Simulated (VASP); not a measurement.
# Si in VASP: further runs, part 2 of 2

VASP 6.6.1. The steps go on from the part before.

## Step 4: Single point, PBE+D3(BJ)

INCAR reads:

```
SYSTEM = Si
ALGO = Normal ; DIPOL = 0.5 0.5 0.389
EDIFF = 1E-7 ; ENCUT = 520
GGA = PE ; IDIPOL = 3
ISIF = 2 ; ISMEAR = 0
IVDW = 12 ; LASPH = .TRUE.
LCHARG = .FALSE. ; LDIPOL = .TRUE.
LREAL = .FALSE. ; LWAVE = .FALSE.
NBANDS = 16 ; NELM = 100
PREC = Accurate ; SIGMA = 0.1
```

KPOINTS reads:

```
k-points
0
G
  9 9 1
  0 0 0
```

POSCAR reads:

```
Si
1.0
    3.8475254764      0.0000000000      0.0000000000
   -1.9237627382      3.3320548043      0.0000000000
    0.0000000000      0.0000000000     18.4415958250
Si
4
Direct
    0.3333333333      0.6666666667      0.2695427207
    0.6666666667      0.3333333333      0.2440135899
    0.6666666667      1.3333333333      0.5336629172
    1.0000000000      1.0000000000      0.5081337863
```

Potentials or basis: VASP PAW PBE potentials, release 64 (Si).

The run is started by

```
> cat potpaw_PBE.64/Si/POTCAR > POTCAR
> mpirun -np 1 vasp_std > vasp.out
```

OUTCAR:

```text
SYSTEM = Si
   EDIFF = 1E-7
   ENCUT = 520
   GGA = PE
   ISIF = 2
   ISMEAR = 0
   IVDW = 12
   LASPH = .TRUE.
   LREAL = .FALSE.
   NELM = 100
   PREC = Accurate
 IVDW          = 12

 ion  position               nearest neighbor table
   1  0.333  0.667  0.270-   2 2.27   2 2.27   2 2.27
   2  0.667  0.333  0.244-   1 2.27   1 2.27   1 2.27
   3  0.667  0.333  0.534-   4 2.27   4 2.27   4 2.27
   4  0.000  0.000  0.508-   3 2.27   3 2.27   3 2.27

  LATTYP: Found a hexagonal cell.
 ALAT       =     3.8475254764
 C/A-ratio  =     4.7931055787

  Lattice vectors:

 A1 = (   3.8475254764,   0.0000000000,   0.0000000000)
 A2 = (  -1.9237627382,   3.3320548043,   0.0000000000)
 A3 = (   0.0000000000,   0.0000000000,  18.4415958250)

Analysis of symmetry for initial positions (statically):
=====================================================================
 Subroutine PRICEL returns:
 Original cell was already a primitive cell.

 Routine SETGRP: Setting up the symmetry group for a
 hexagonal supercell.

 Subroutine GETGRP returns: Found 12 space group operations
 (whereof  6 operations were pure point group operations)
 out of a pool of 24 trial point group operations.

The static configuration has the point symmetry C_3v.
 The point group associated with its full space group is D_3d.

Analysis of symmetry for dynamics (positions and initial velocities):
=====================================================================
 Subroutine PRICEL returns:
 Original cell was already a primitive cell.

 Routine SETGRP: Setting up the symmetry group for a
 hexagonal supercell.

 Subroutine GETGRP returns: Found 12 space group operations
 (whereof  6 operations were pure point group operations)
 out of a pool of 24 trial point group operations.

The dynamic configuration has the point symmetry C_3v.
 The point group associated with its full space group is D_3d.

 Subroutine INISYM returns: Found 12 space group operations
 (whereof  6 operations are pure point group operations),
 and found     1 'primitive' translations

----------------------------------------------------------------------------------------

                                     Primitive cell

  volume of cell :     236.4243

  direct lattice vectors                    reciprocal lattice vectors
     3.847525476  0.000000000  0.000000000     0.259907311  0.150057556  0.000000000
    -1.923762738  3.332054804  0.000000000     0.000000000  0.300115112  0.000000000
     0.000000000  0.000000000 18.441595825     0.000000000  0.000000000  0.054225242

  length of vectors
     3.847525476  3.847525476 18.441595825     0.300115112  0.300115112  0.054225242

  position of ions in fractional coordinates (direct lattice)
     0.333333333  0.666666667  0.269542721
     0.666666667  0.333333333  0.244013590
     0.666666667  0.333333333  0.533662917
     0.000000000  0.000000000  0.508133786

  ion indices of the primitive-cell ions
   primitive index   ion index
                 1           1
                 2           2
                 3           3
[... 36 lines left out ...]
  0.222222  0.111111  0.000000     12.000000
  0.333333  0.111111  0.000000     12.000000
  0.444444  0.111111  0.000000      6.000000
  0.222222  0.222222  0.000000      6.000000
  0.333333  0.222222  0.000000     12.000000
  0.333333  0.333333  0.000000      2.000000
   k-points           NKPTS =     12   k-points in BZ     NKDIM =     12   number of bands    NBANDS=     16
   number of dos      NEDOS =    301   number of ions     NIONS =      4
   total plane-waves  NPLWV = 126000
   dimension x,y,z NGX =    30 NGY =   30 NGZ =  140
   dimension x,y,z NGXF=    60 NGYF=   60 NGZF=  280
   ions per type =               4
   NGX,Y,Z   is equivalent  to a cutoff of  12.96, 12.96, 12.62 a.u.
   NGXF,Y,Z  is equivalent  to a cutoff of  25.93, 25.93, 25.24 a.u.
 SYSTEM =  Si
   PREC   = accura    normal or accurate (medium, high low for compatibility)
   ISTART =      0    job   : 0-new  1-cont  2-samecut
   ICHARG =      2    charge: 1-file 2-atom 10-const
   ISPIN  =      1    spin polarized calculation?
   LNONCOLLINEAR =      F non collinear calculations
   LSORBIT =      F    spin-orbit coupling
   LASPH  =      T    aspherical Exc in radial PAW
   ENCUT  =  520.0 eV  38.22 Ry    6.18 a.u.   7.15  7.15 34.29*2*pi/ulx,y,z
   NELM   =    100;   NELMIN=  2; NELMDL= -5     # of ELM steps
   EDIFF  = 0.1E-06   stopping-criterion for ELM
   LREAL  =      F    real-space projection
   EDIFFG = 0.1E-05   stopping-criterion for IOM
   NSW    =      0    number of steps for IOM
   IBRION =     -1    ionic relax: 0-MD 1-quasi-New 2-CG
   NFREE  =      0    steps in history (QN), initial steepest desc. (CG)
   ISIF   =      2    stress and relaxation
   ISYM   =      2    0-nonsym 1-usesym 2-fastsym
   POTIM  = 0.5000    time-step for ionic-motion
   TEBEG  =    0.0;   TEEND  =   0.0 temperature during run
   PSTRESS=    0.0 pullay stress
   NELECT =      16.0000    total number of electrons
   NUPDOWN=      -1.0000    fix difference up-down
   EMIN   =  10.00;   EMAX   =-10.00  energy-range for DOS
   EFERMI =   0.00;   METHOD = LEGACY
   ISMEAR =     0;   SIGMA  =   0.10  broadening in eV -4-tet -1-fermi 0-gaus
   EFERMI_NEDOS =   21; number of points for ismear=-14 and -15
   IALGO  =     38    algorithm
   IMIX   =      4    mixing-type and parameters
     AMIX     =   0.40;   BMIX     =  1.00
     AMIX_MAG =   1.60;   BMIX_MAG =  1.00
  volume/ion in A,a.u.               =      59.11       398.87
  Fermi-wavevector in a.u.,A,eV,Ry     =   0.667141  1.260713  6.055637  0.445077
  Thomas-Fermi vector in A             =   1.741657
   LORBIT       =      0    0 simple, 1 ext, 2 COOP (PROOUT), +10 PAW based schemes
   GGA     = PE    functional components
   LHFCALC =     F    Hartree Fock is set to
   AEXX    =    0.0000 exact exchange contribution
   IVDW    =    12    specifies the selected vdW correction
   LEPSILON=     F    determine dielectric tensor
   LRPA    =     F    only Hartree local field effects (RPA)
 non-spin polarized calculation
 Gauss-broadening in eV      SIGMA  =   0.10
  energy-cutoff  :      520.00
  volume of cell :      236.42
 maximum number of plane-waves:      6399
 NGX is ok and might be reduce to    30
   NGX = 15   NGY = 15   NGZ = 69

 dipolmoment           0.000000      0.000000      0.000126 electrons x Angstroem

 number of electron      16.0000002 magnetization

 dipolmoment           0.000000      0.000000     -0.000002 electrons x Angstroem

 Free energy of the ion-electron system (eV)
  ---------------------------------------------------
  ext. energy  EPLUGINS =         0.00000000
  ---------------------------------------------------
  free energy    TOTEN  =       -19.14404156 eV

  energy without entropy =      -19.14063753  energy(sigma->0) =      -19.14233955

 E-fermi :  -1.0018     XC(G=0):  -4.2838

 val. band max:       -1.0040281926   @ k =   0.3333   0.3333   0.0000
 cond. band min:      -0.8683440434   @ k =   0.3333   0.3333   0.0000
 fundamental gap:      0.1356841493
 Fermi energy:        -1.0018316348

 k-point     1 :       0.0000    0.0000    0.0000
  band No.  band energies     occupation
      1     -12.1154      2.00000
      2     -12.0725      2.00000
      3      -4.4419      2.00000
      4      -3.9425      2.00000
      5      -2.1818      2.00000
      6      -2.1818      2.00000
[... 205 lines left out ...]
      3      -8.7994      2.00000
      4      -8.7884      2.00000
      5      -5.4552      2.00000
      6      -5.4552      2.00000
[... 8 lines left out ...]
     15       4.9959      0.00000
     16       5.2944      0.00000

------------------------ aborting loop because EDIFF is reached ----------------------------------------

 vacuum level on the upper side and lower side of the slab       (xc-potential included)        -0.119        -0.116

 Edisp (eV)   -0.91134

 E8    (eV) :    -0.3857

  FORCE on cell =-STRESS in cart. coord.  units (eV):
  Direction    XX          YY          ZZ          XY          YZ          ZX
  --------------------------------------------------------------------------------------
  -------------------------------------------------------------------------------------
  Total      -0.12174    -0.12174    -0.65490     0.00000     0.00000     0.00000
  in kB      -0.82500    -0.82500    -4.43808     0.00000     0.00000     0.00000
  external pressure =       -2.03 kB  Pullay stress =        0.00 kB

 VOLUME and BASIS-vectors are now :
 -----------------------------------------------------------------------------
  energy-cutoff  :      520.00
  volume of cell :      236.42
      direct lattice vectors                 reciprocal lattice vectors
     3.847525476  0.000000000  0.000000000     0.259907311  0.150057556  0.000000000
    -1.923762738  3.332054804  0.000000000     0.000000000  0.300115112  0.000000000
     0.000000000  0.000000000 18.441595825     0.000000000  0.000000000  0.054225242

 POSITION                                       TOTAL-FORCE (eV/Angst)
 -----------------------------------------------------------------------------------
     -0.00000      2.22137      4.97080         0.000000      0.000000      0.087146
      1.92376      1.11068      4.50000         0.000000      0.000000      0.046703
      1.92376      1.11068      9.84160        -0.000000      0.000000     -0.046703
      0.00000      0.00000      9.37080        -0.000000     -0.000000     -0.087146
 -----------------------------------------------------------------------------------
    total drift:                                0.000000      0.000000     -0.000020

  FREE ENERGIE OF THE ION-ELECTRON SYSTEM (eV)
  ---------------------------------------------------
  free  energy   TOTEN  =       -20.0553844242 eV

  energy  without entropy=      -20.0519803919  energy(sigma->0) =      -20.05368241

 vacuum level on the upper side and lower side of the slab         3.495         3.498
```

stdout:

```text
POSCAR found type information on POSCAR Si
 POSCAR found :  1 types and       4 ions
 scaLAPACK will be used
 LDA part: xc-table for (Slater+PW92), standard interpolation
 POSCAR, INCAR and KPOINTS ok, starting setup
 FFT: planning ... GRIDC
 FFT: planning ... GRID_SOFT
 FFT: planning ... GRID
 WAVECAR not read
 entering main loop
```

Wall time 1.7 min (1 thread of Intel Xeon 6975P-C (Granite Rapids), shared host); peak memory 0.34 GiB.

What came out:

```yaml
Free_energy: -20.0554 eV
Largest_force: 0.087 eV/Å
Band_gap_on_the_k_mesh: zero (filled and empty bands touch)
Dispersion_energy_per_atom: -0.228 eV
```

Forces in eV/Å, atoms in the order of the input:
```
Si   0.000  0.000  0.087
Si   0.000  0.000  0.047
Si   0.000  0.000 -0.047
Si   0.000  0.000 -0.087
```

Levels at points of the mesh, in eV from the Fermi level:
```
           k point  band 4  band 5  band 6  band 7  band 8  band 9  band 10  band 11  band 12  band 13
(0.00, 0.00, 0.00)   -2.94   -1.18   -1.18   -1.17   -1.17    2.05     2.08     2.21     3.04     3.04
```
